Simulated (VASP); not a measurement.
# SiC in VASP: notebook

The runs below take SiC through single point, with r2SCAN.

Everything below comes from runs of VASP 6.6.1. Logs are shortened: lines on timing, memory, paths and dates and some standing lists are left out, and cuts for length are marked.

### 1 The cell of the first run

It takes space group I-4m2 (No. 119, tetragonal). Conventional cell: a = 3.320 Å, b = 3.320 Å, c = 4.522 Å, α = 90.00°, β = 90.00°, γ = 90.00°. Si (site symmetry -4m2) has 4 C at 2.01 Å within 2.7 Å. C (site symmetry -4m2) has 4 Si at 2.01 Å within 2.7 Å.

### 2 Single point, r2SCAN (strain +0.080 along x and y, +0.040 along z)

File POSCAR:

```
SiC
1.0
    0.0000000000      2.3479200000      2.2609600000
    2.3479200000      0.0000000000      2.2609600000
    2.3479200000      2.3479200000      0.0000000000
Si C
1 1
Direct
    0.0000000000      0.0000000000      0.0000000000
    0.7500000000      0.7500000000      0.7500000000
```

File INCAR.step1:

```
SYSTEM = SiC
PREC = Accurate
ENCUT = 520
ISMEAR = 0
SIGMA = 0.05
LREAL = .False.
LASPH = .True.
NELM = 60
NBANDS = 11
GGA = PE
ALGO = Normal
EDIFF = 1E-4
LWAVE = .True.
LCHARG = .False.
```

File INCAR.step2:

```
SYSTEM = SiC
PREC = Accurate
ENCUT = 520
EDIFF = 1E-6
ISMEAR = 0
SIGMA = 0.05
LREAL = .False.
LASPH = .True.
NELM = 60
ALGO = Normal
ISIF = 2
LWAVE = .False.
LCHARG = .True.
METAGGA = R2SCAN
LMIXTAU = .True.
LELF = .True.
LVHAR = .True.
NBANDS = 11
ISTART = 1
```

File KPOINTS:

```
regular mesh
0
Gamma
  12 12 12
  0 0 0
```

Potentials or basis: VASP PAW PBE potentials, release 64 (Si, C).

Launch:

```
$ cat potpaw_PBE.64/Si/POTCAR potpaw_PBE.64/C/POTCAR > POTCAR
$ cp INCAR.step1 INCAR
$ mpirun -np 1 vasp_std > vasp.out
$ cp INCAR.step2 INCAR
$ mpirun -np 1 vasp_std > vasp.out
```

OUTCAR:

```text
SYSTEM = SiC
   PREC = Accurate
   ENCUT = 520
   EDIFF = 1E-6
   ISMEAR = 0
   LREAL = .False.
   LASPH = .True.
   NELM = 60
   ISIF = 2
   METAGGA = R2SCAN
   ISTART = 1

 ion  position               nearest neighbor table
   1  0.000  0.000  0.000-   2 2.01   2 2.01   2 2.01   2 2.01
   2  0.750  0.750  0.750-   1 2.01   1 2.01   1 2.01   1 2.01

  LATTYP: Found a body centered tetragonal cell.
 ALAT       =     3.3204603074
 C/A-ratio  =     1.3618352823

  Lattice vectors:

 A1 = (   0.0000000000,  -2.3479200000,  -2.2609600000)
 A2 = (   0.0000000000,   2.3479200000,  -2.2609600000)
 A3 = (   2.3479200000,   0.0000000000,   2.2609600000)

Analysis of symmetry for initial positions (statically):
=====================================================================
 Subroutine PRICEL returns:
 Original cell was already a primitive cell.

 Routine SETGRP: Setting up the symmetry group for a
 body centered tetragonal supercell.

 Subroutine GETGRP returns: Found  8 space group operations
 (whereof  8 operations were pure point group operations)
 out of a pool of 16 trial point group operations.

The static configuration has the point symmetry D_2d.

Analysis of symmetry for dynamics (positions and initial velocities):
=====================================================================
 Subroutine PRICEL returns:
 Original cell was already a primitive cell.

 Routine SETGRP: Setting up the symmetry group for a
 body centered tetragonal supercell.

 Subroutine GETGRP returns: Found  8 space group operations
 (whereof  8 operations were pure point group operations)
 out of a pool of 16 trial point group operations.

The dynamic configuration has the point symmetry D_2d.

 Subroutine INISYM returns: Found  8 space group operations
 (whereof  8 operations are pure point group operations),
 and found     1 'primitive' translations

----------------------------------------------------------------------------------------

                                     Primitive cell

  volume of cell :      24.9281

  direct lattice vectors                    reciprocal lattice vectors
     0.000000000  2.347920000  2.260960000    -0.212954445  0.212954445  0.221145000
     2.347920000  0.000000000  2.260960000     0.212954445 -0.212954445  0.221145000
     2.347920000  2.347920000  0.000000000     0.212954445  0.212954445 -0.221145000

  length of vectors
     3.259550344  3.259550344  3.320460307     0.373636591  0.373636591  0.373636591

  position of ions in fractional coordinates (direct lattice)
     0.000000000  0.000000000  0.000000000
     0.750000000  0.750000000  0.750000000

  ion indices of the primitive-cell ions
   primitive index   ion index
                 1           1
                 2           2

----------------------------------------------------------------------------------------

 KPOINTS: regular mesh

Automatic generation of k-mesh.
 Grid dimensions read from file:
 generate k-points for:   12   12   12

 Generating k-lattice:

  Cartesian coordinates                     Fractional coordinates (reciprocal lattice)
    -0.017746204  0.017746204  0.018428750     0.083333333  0.000000000  0.000000000
     0.017746204 -0.017746204  0.018428750     0.000000000  0.083333333  0.000000000
     0.017746204  0.017746204 -0.018428750     0.000000000  0.000000000  0.083333333

  Length of vectors
     0.031136383  0.031136383  0.031136383

  Shift w.r.t. Gamma in fractional coordinates (k-lattice)
     0.000000000  0.000000000  0.000000000

 Subroutine IBZKPT returns following result:
 ===========================================

 Found    163 irreducible k-points:

 Following reciprocal coordinates:
            Coordinates               Weight
  0.000000  0.000000  0.000000      1.000000
  0.083333  0.000000  0.000000      8.000000
  0.166667  0.000000  0.000000      8.000000
  0.250000  0.000000  0.000000      8.000000
  0.333333  0.000000  0.000000      8.000000
  0.416667  0.000000  0.000000      8.000000
[... 16 lines left out ...]
  0.500000  0.166667  0.000000      8.000000
 -0.416667  0.166667  0.000000      8.000000
 [... further k-points ...]
   k-points           NKPTS =    163   k-points in BZ     NKDIM =    163   number of bands    NBANDS=     11
   number of dos      NEDOS =    301   number of ions     NIONS =      2
   total plane-waves  NPLWV =  16128
   dimension x,y,z NGX =    24 NGY =   24 NGZ =   28
   dimension x,y,z NGXF=    48 NGYF=   48 NGZF=   56
   ions per type =               1   1
   NGX,Y,Z   is equivalent  to a cutoff of  12.24, 12.24, 14.02 a.u.
   NGXF,Y,Z  is equivalent  to a cutoff of  24.48, 24.48, 28.04 a.u.
 SYSTEM =  SiC
   PREC   = accura    normal or accurate (medium, high low for compatibility)
   ISTART =      1    job   : 0-new  1-cont  2-samecut
   ICHARG =      0    charge: 1-file 2-atom 10-const
   ISPIN  =      1    spin polarized calculation?
   LNONCOLLINEAR =      F non collinear calculations
[... 56 lines left out ...]
 fundamental gap:      1.4577419812
 Fermi energy:         6.4859508378

 k-point     1 :       0.0000    0.0000    0.0000
  band No.  band energies     occupation
      1      -8.7397      2.00000
      2       5.9581      2.00000
      3       5.9581      2.00000
      4       6.1961      2.00000
      5      10.5595      0.00000
      6      12.5251      0.00000
      7      12.6647      0.00000
      8      12.6647      0.00000
      9      19.6569      0.00000
     10      20.6176      0.00000
     11      20.9569      0.00000

 k-point     2 :       0.0833    0.0000    0.0000
  band No.  band energies     occupation
      1      -8.6188      2.00000
      2       5.2608      2.00000
      3       5.8523      2.00000
      4       6.0446      2.00000
      5      10.9411      0.00000
      6      12.6053      0.00000
      7      12.8219      0.00000
      8      12.8491      0.00000
      9      19.1204      0.00000
     10      19.8975      0.00000
     11      21.3669      0.00000

 k-point     3 :       0.1667    0.0000    0.0000
  band No.  band energies     occupation
      1      -8.2607      2.00000
      2       3.6590      2.00000
      3       5.5910      2.00000
      4       5.8246      2.00000
      5      11.1069      0.00000
      6      13.0602      0.00000
      7      13.1276      0.00000
      8      13.4988      0.00000
      9      18.5692      0.00000
     10      19.0775      0.00000
     11      21.2946      0.00000

 k-point     4 :       0.2500    0.0000    0.0000
  band No.  band energies     occupation
      1      -7.6838      2.00000
      2       1.8604      2.00000
      3       5.2835      2.00000
      4       5.5765      2.00000
      5      10.8289      0.00000
      6      13.2376      0.00000
      7      13.4223      0.00000
      8      14.5422      0.00000
      9      18.8090      0.00000
     10      18.9535      0.00000
     11      20.7105      0.00000

 k-point     5 :       0.3333    0.0000    0.0000
  band No.  band energies     occupation
      1      -6.9356      2.00000
      2       0.1516      2.00000
      3       5.0175      2.00000
      4       5.3644      2.00000
      5      10.5204      0.00000
      6      13.0748      0.00000
      7      13.4614      0.00000
      8      15.3845      0.00000
      9      19.6680      0.00000
     10      19.9133      0.00000
     11      20.6533      0.00000
[... 211 lines left out ...]
 k-point    21 :       0.3333    0.1667    0.0000
  band No.  band energies     occupation
      1      -6.9883      2.00000
      2       1.3111      2.00000
      3       4.2201      2.00000
      4       4.3520      2.00000
      5      10.5751      0.00000
      6      12.6541      0.00000
      7      14.4949      0.00000
      8      14.8541      0.00000
      9      18.1446      0.00000
     10      21.5029      0.00000
     11      23.0100      0.00000

 k-point    22 :       0.4167    0.1667    0.0000
  band No.  band energies     occupation
      1      -6.2214      2.00000
      2      -0.1835      2.00000
      3       3.9376      2.00000
      4       4.1032      2.00000
      5      10.4550      0.00000
      6      13.2141      0.00000
      7      14.5925      0.00000
      8      14.6589      0.00000
      9      18.9809      0.00000
     10      22.6348      0.00000
     11      23.0958      0.00000

 k-point    23 :       0.5000    0.1667    0.0000
  band No.  band energies     occupation
      1      -5.5481      2.00000
      2      -1.2636      2.00000
      3       3.5595      2.00000
      4       4.1504      2.00000
      5      10.4456      0.00000
      6      13.2597      0.00000
      7      14.2585      0.00000
      8      15.6609      0.00000
      9      19.3448      0.00000
     10      22.6238      0.00000
     11      23.4316      0.00000

 k-point    24 :      -0.4167    0.1667    0.0000
  band No.  band energies     occupation
      1      -5.4669      2.00000
      2      -1.3899      2.00000
      3       3.2982      2.00000
      4       4.3535      2.00000
      5      10.6327      0.00000
      6      13.1969      0.00000
      7      14.0025      0.00000
      8      16.4076      0.00000
      9      19.6398      0.00000
     10      20.8778      0.00000
     11      23.4571      0.00000

 [... further k-points ...]
[... 5 lines left out ...]
  --------------------------------------------------------------------------------------
  -------------------------------------------------------------------------------------
  Total       -5.0484976     -5.0484976     -3.6364347      0.0000000     -0.0000000      0.0000000
  in kB     -324.4765160   -324.4765160   -233.7205561      0.0000000     -0.0000000      0.0000000
  external PRESSURE =    -294.2245293 kB  Pullay stress =       0.0000000 kB

 VOLUME and BASIS-vectors are now :
 -----------------------------------------------------------------------------
  energy-cutoff  :      520.00
  volume of cell :       24.93
      direct lattice vectors                 reciprocal lattice vectors
     0.000000000  2.347920000  2.260960000    -0.212954445  0.212954445  0.221145000
     2.347920000  0.000000000  2.260960000     0.212954445 -0.212954445  0.221145000
     2.347920000  2.347920000  0.000000000     0.212954445  0.212954445 -0.221145000

 POSITION                                       TOTAL-FORCE (eV/Angst)
 -----------------------------------------------------------------------------------
      0.00000      0.00000      0.00000        -0.000000     -0.000000     -0.000000
      3.52188      3.52188      3.39144         0.000000      0.000000      0.000000
 -----------------------------------------------------------------------------------
    total drift:                                0.000005      0.000005      0.000007

  FREE ENERGIE OF THE ION-ELECTRON SYSTEM (eV)
  ---------------------------------------------------
  free  energy   TOTEN  =       -18.8510581314 eV

  energy  without entropy=      -18.8510581314  energy(sigma->0) =      -18.85105813
```

It took 82 s on 1 thread of AMD EPYC 9R45 (Zen 5), shared host; peak memory 0.14 GiB.

What came out:

| Item | Value |
| --- | --- |
| Free energy | -18.8511 eV |
| Pressure | -29.4 GPa |
| Band gap on the k mesh | 1.46 eV, indirect (least direct gap 4.36 eV) |

Stress tensor (GPa, compression positive):
```
-32.45   0.00   0.00
  0.00 -32.45   0.00
  0.00   0.00 -23.37
```

Caveat: the cell differs from its parent crystal (strain +0.080 along x and y, +0.040 along z); the PAW data sets were made with another functional, which shifts forces and pressure a little. A k mesh can miss the band edges.

### 3 Single point, r2SCAN (strain -0.080 along x and y, -0.080 along z)

File POSCAR:

```
SiC
1.0
    0.0000000000      2.0000800000      2.0000800000
    2.0000800000      0.0000000000      2.0000800000
    2.0000800000      2.0000800000      0.0000000000
Si C
1 1
Direct
    0.0000000000      0.0000000000      0.0000000000
    0.7500000000      0.7500000000      0.7500000000
```

File INCAR.step1:

```
PREC = Accurate
ENCUT = 520
ISMEAR = 0
SIGMA = 0.05
LREAL = False
LASPH = True
NELM = 80
NBANDS = 11
GGA = PE
ALGO = Normal
EDIFF = 1E-4
LWAVE = True
LCHARG = False
```

File INCAR.step2:

```
PREC = Accurate
ENCUT = 520
EDIFF = 1E-7
ISMEAR = 0
SIGMA = 0.05
LREAL = False
LASPH = True
NELM = 80
ALGO = Normal
ISIF = 2
LWAVE = False
LCHARG = False
METAGGA = R2SCAN
LMIXTAU = True
NBANDS = 11
ISTART = 1
```

File KPOINTS:

```
regular mesh
0
Gamma
  12 12 12
```

Potentials or basis: VASP PAW PBE potentials, release 64 (Si, C).

Launch:

```
$ cat potpaw_PBE.64/Si/POTCAR potpaw_PBE.64/C/POTCAR > POTCAR
$ cp INCAR.step1 INCAR
$ mpirun -np 1 vasp_std > vasp.out
$ cp INCAR.step2 INCAR
$ mpirun -np 1 vasp_std > vasp.out
```

Run time: 1.9 min. Hardware: 1 thread of AMD EPYC 7R43 (Zen 3), shared host; peak memory 0.1 GiB.

Results (log left out):

| Property | Result |
| --- | --- |
| Free energy | -18.2147 eV |
| Pressure | 93.7 GPa |
| Band gap on the k mesh | 1.52 eV, indirect (least direct gap 5.33 eV) |

Levels at points of the mesh, in eV from the valence-band top:
```tsv
k point	band 2	band 3	band 4	band 5	band 6	band 7
(0.00, 0.00, 0.00)	0.00	0.00	0.00	10.03	10.03	10.03
(0.50, 0.00, 0.00)	-10.36	-1.13	-1.13	8.66	8.97	8.97
(0.50, 0.50, 0.00)	-8.98	-3.82	-3.82	1.52	5.96	18.52
```

Caveat: the cell differs from its parent crystal (strain -0.080 along x and y, -0.080 along z); the PAW data sets were made with another functional, which shifts forces and pressure a little. A k mesh can miss the band edges.

### 4 Single point, r2SCAN (strain -0.040 along x and y, -0.040 along z)

File POSCAR:

```
SiC
1.0
    0.0000000000      2.0870400000      2.0870400000
    2.0870400000      0.0000000000      2.0870400000
    2.0870400000      2.0870400000      0.0000000000
Si C
1 1
Direct
    0.0000000000      0.0000000000      0.0000000000
    0.7500000000      0.7500000000      0.7500000000
```

File INCAR.step1:

```
SYSTEM = SiC
PREC = Accurate
ENCUT = 520
ISMEAR = 0
SIGMA = 0.05
LREAL = .False.
LASPH = .True.
NELM = 60
NBANDS = 11
GGA = PE
ALGO = Normal
EDIFF = 1E-4
LWAVE = .True.
LCHARG = .False.
```

File INCAR.step2:

```
SYSTEM = SiC
PREC = Accurate
ENCUT = 520
EDIFF = 1E-6
ISMEAR = 0
SIGMA = 0.05
LREAL = .False.
LASPH = .True.
NELM = 60
ALGO = Normal
ISIF = 2
LWAVE = .False.
LCHARG = .False.
METAGGA = R2SCAN
LMIXTAU = .True.
NBANDS = 11
ISTART = 1
```

File KPOINTS:

```
regular mesh
0
Gamma
  12 12 12
  0 0 0
```

Launch:

```
$ cat potpaw_PBE.64/Si/POTCAR potpaw_PBE.64/C/POTCAR > POTCAR
$ cp INCAR.step1 INCAR
$ mpirun -np 1 vasp_std > vasp.out
$ cp INCAR.step2 INCAR
$ mpirun -np 1 vasp_std > vasp.out
```

Run time: 2 min. Hardware: 1 thread of AMD EPYC 7R43 (Zen 3), shared host; peak memory 0.1 GiB.

Results (log left out):

```yaml
Free_energy: -19.0694 eV
Pressure: 36.9 GPa
Band_gap_on_the_k_mesh: 1.63 eV, indirect (least direct gap 5.21 eV)
```

Levels at points of the mesh, in eV from the valence-band top:
```
           k point  band 1  band 2  band 3  band 4  band 5  band 6  band 7  band 8
(0.00, 0.00, 0.00)  -17.24    0.00    0.00    0.00    8.49    8.88    8.88    8.88
(0.50, 0.00, 0.00)  -13.11   -9.56   -1.13   -1.13    7.29    8.34    8.34   11.75
(0.50, 0.50, 0.00)  -11.51   -8.49   -3.58   -3.58    1.63    5.36   16.79   16.79
```

Caveat: the cell differs from its parent crystal (strain -0.040 along x and y, -0.040 along z); the PAW data sets were made with another functional, which shifts forces and pressure a little. A k mesh can miss the band edges.

### 5 Single point, r2SCAN (strain +0.040 along x and y, +0.040 along z)

File POSCAR:

```
SiC
1.0
    0.0000000000      2.2609600000      2.2609600000
    2.2609600000      0.0000000000      2.2609600000
    2.2609600000      2.2609600000      0.0000000000
Si C
1 1
Direct
    0.0000000000      0.0000000000      0.0000000000
    0.7500000000      0.7500000000      0.7500000000
```

File INCAR.step1:

```
  ALGO = Normal
  EDIFF = 1E-4
  ENCUT = 520
  GGA = PE
  ISMEAR = 0
  LASPH = True
  LCHARG = False
  LREAL = False
  LWAVE = True
  NBANDS = 11
  NELM = 100
  PREC = Accurate
  SIGMA = 0.05
```

File INCAR.step2:

```
  ALGO = Normal
  EDIFF = 1E-6
  ENCUT = 520
  ISIF = 2
  ISMEAR = 0
  ISTART = 1
  LASPH = True
  LCHARG = False
  LMIXTAU = True
  LREAL = False
  LWAVE = False
  METAGGA = R2SCAN
  NBANDS = 11
  NELM = 100
  PREC = Accurate
  SIGMA = 0.05
```

File KPOINTS:

```
k-points
0
Gamma
  12 12 12
```

Launch:

```
$ cat potpaw_PBE.64/Si/POTCAR potpaw_PBE.64/C/POTCAR > POTCAR
$ cp INCAR.step1 INCAR
$ mpirun -np 1 vasp_std > vasp.out
$ cp INCAR.step2 INCAR
$ mpirun -np 1 vasp_std > vasp.out
```

It took 2.2 min on 1 thread of AMD EPYC 7R43 (Zen 3), shared host; peak memory 0.1 GiB.

Results (log left out):

| Quantity | Value |
| --- | --- |
| Free energy | -19.1548 eV |
| Pressure | -20.5 GPa |
| Band gap on the k mesh | 1.79 eV, indirect (least direct gap 4.90 eV) |

Levels at points of the mesh, in eV from the valence-band top:
| k point | band 1 | band 2 | band 3 | band 4 | band 5 | band 6 | band 7 | band 8 |
| --- | --- | --- | --- | --- | --- | --- | --- | --- |
| (0.00, 0.00, 0.00) | -15.33 | 0.00 | 0.00 | 0.00 | 5.46 | 7.06 | 7.06 | 7.06 |
| (0.50, 0.00, 0.00) | -12.10 | -8.24 | -1.08 | -1.08 | 4.95 | 7.27 | 7.27 | 10.28 |
| (0.50, 0.50, 0.00) | -10.75 | -7.72 | -3.12 | -3.12 | 1.79 | 4.40 | 13.78 | 13.78 |

Caveat: the cell differs from its parent crystal (strain +0.040 along x and y, +0.040 along z); the PAW data sets were made with another functional, which shifts forces and pressure a little.

### 6 Single point, r2SCAN (strain +0.080 along x and y, +0.080 along z)

File POSCAR:

```
SiC
1.0
    0.0000000000      2.3479200000      2.3479200000
    2.3479200000      0.0000000000      2.3479200000
    2.3479200000      2.3479200000      0.0000000000
Si C
1 1
Direct
    0.0000000000      0.0000000000      0.0000000000
    0.7500000000      0.7500000000      0.7500000000
```

File INCAR.step1:

```
ALGO = Normal
EDIFF = 1E-4
ENCUT = 520
GGA = PE
ISMEAR = 0
LASPH = True
LCHARG = False
LREAL = False
LWAVE = True
NBANDS = 11
NELM = 80
PREC = Accurate
SIGMA = 0.05
```

File INCAR.step2:

```
ALGO = Normal
EDIFF = 1E-6
ENCUT = 520
ISIF = 2
ISMEAR = 0
ISTART = 1
LASPH = True
LCHARG = True
LELF = True
LMIXTAU = True
LREAL = False
LVHAR = True
LWAVE = False
METAGGA = R2SCAN
NBANDS = 11
NELM = 80
PREC = Accurate
SIGMA = 0.05
```

KPOINTS is that of step 5.

Potentials or basis: VASP PAW PBE potentials, release 64 (Si, C).

Launch:

```
$ cat potpaw_PBE.64/Si/POTCAR potpaw_PBE.64/C/POTCAR > POTCAR
$ cp INCAR.step1 INCAR
$ mpirun -np 1 vasp_std > vasp.out
$ cp INCAR.step2 INCAR
$ mpirun -np 1 vasp_std > vasp.out
```

Wall time 2.8 min (1 thread of AMD EPYC 7R43 (Zen 3), shared host); peak memory 0.13 GiB.

The run converged. Its results:

```
Free energy            : -18.6833 eV
Pressure               : -32.6 GPa
Band gap on the k mesh : 1.83 eV, indirect (least direct gap 4.08 eV)
```

Levels at points of the mesh, in eV from the valence-band top:
```tsv
k point	band 1	band 2	band 3	band 4	band 5	band 6	band 7	band 8	band 9
(0.00, 0.00, 0.00)	-14.51	0.00	0.00	0.00	4.08	6.35	6.35	6.35	13.93
(0.50, 0.00, 0.00)	-11.65	-7.70	-1.04	-1.04	3.95	6.81	6.81	9.59	14.82
(0.50, 0.50, 0.00)	-10.41	-7.43	-2.90	-2.90	1.83	4.00	12.47	12.47	13.13
```

Caveat: the cell differs from its parent crystal (strain +0.080 along x and y, +0.080 along z); the PAW data sets were made with another functional, which shifts forces and pressure a little.

### 7 Overview

| cell | gap on the mesh (eV) | pressure (GPa) |
| --- | --- | --- |
| a = 3.260, b = 3.260, c = 3.320 Å, angles 59.4, 59.4, 61.2°, 2 atoms | 1.46 | -29.4 |
| a = 2.829 Å, angles 60.0°, 2 atoms | 1.52 | 93.7 |
| a = 2.952 Å, angles 60.0°, 2 atoms | 1.63 | 36.9 |
| a = 3.197 Å, angles 60.0°, 2 atoms | 1.79 | -20.5 |
| a = 3.320 Å, angles 60.0°, 2 atoms | 1.83 | -32.6 |

Alike in all rows: task single point; level r2SCAN; potentials or basis VASP PAW PBE potentials, release 64 (Si, C); no spin polarisation; k mesh 12 × 12 × 12; cutoff (eV) 520; smearing gaussian 0.05 eV.

Caveats: the PAW data sets were made with another functional, which shifts forces and pressure a little.

Absolute energies hang on the potentials; compare differences alone.
